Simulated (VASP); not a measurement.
Runs of VASP 6.6.1 on InAs. The structure is that of space group I-4m2 (No. 119), or close to it. The cells are those of the table. 

| cell | gap on the mesh (eV) | pressure (GPa) |
| --- | --- | --- |
| a = 4.095, b = 4.449 Å, angles 57.1, 65.8, 57.1°, 2 atoms | 0.20 | (c) |
| a = 4.464, b = 4.662 Å, angles 58.5, 63.0, 58.5°, 2 atoms | 0.15 | -5.8 |
| a = 4.602, b = 4.388 Å, angles 61.5, 56.9, 61.5°, 2 atoms | none | -5.8 |
| a = 4.009, b = 4.187 Å, angles 58.5, 63.0, 58.5°, 2 atoms | 0.19 | 14.4 |
| a = 4.701, b = 4.257 Å, angles 63.1, 53.8, 63.1°, 2 atoms | none | (b) |
| a = 4.132, b = 3.940 Å, angles 61.5, 56.9, 61.5°, 2 atoms | (a) | 14.4 |
| a = 4.590, b = 4.157 Å, angles 63.1, 53.8, 63.1°, 2 atoms | none | -3.8 |
| a = 4.493, b = 4.285 Å, angles 61.5, 56.9, 61.5°, 2 atoms | none | -3.6 |
| a = 4.424, b = 4.806 Å, angles 57.1, 65.8, 57.1°, 2 atoms | 0.08 | -6.1 |

Alike in all rows: task single point; level PBEsol; potentials or basis VASP PAW PBE potentials, release 64 (In_d, As); no spin polarisation; k mesh 14 × 14 × 14; cutoff (eV) 520; smearing gaussian 0.15 eV.

Q: Fill in the values left out.

A: (a) 0.27; (b) -5.9; (c) 4.7.

Caveats: the PAW data sets were made with another functional, which shifts forces and pressure a little; spin-orbit coupling is left out, which moves the levels of the heavy elements.

A k mesh can miss the band edges, and the runs leave out spin-orbit coupling on As, In.

A gap of «none» marks levels without a gap at the run's occupations.
